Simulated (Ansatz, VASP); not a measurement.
**Two plane-wave programs on Ba**

```
CELL_PARAMETERS angstrom
-2.51000 2.51000 2.51000
2.51000 -2.51000 2.51000
2.51000 2.51000 -2.51000
ATOMIC_POSITIONS crystal
Ba 0.00000 0.00000 0.00000
```

Alike in both runs: functional PBE; k mesh 15 × 15 × 15; no spin polarisation.

Ansatz relaxed the structure, and its values are those at the end. VASP's run is a single point on that final structure, the one shown.

|  | VASP | Ansatz |
| --- | --- | --- |
| version | VASP 6.6.1 | Ansatz 0.2.0 |
| potentials or method | VASP PAW PBE potentials, release 64 (Ba_sv) | plane-wave PAW, scalar-relativistic |
| plane-wave cutoff (eV) | 500 | 420 |
| occupations | methfessel-paxton of order 1, width 0.1 eV | cold, width 0.1 eV |
| valence electrons in the cell | 10 | 10 |

|  | VASP | Ansatz | Ansatz less VASP |
| --- | --- | --- | --- |
| pressure (GPa) | 0.0 | 0.0 | -0.06 |

Spin-orbit coupling is off throughout.
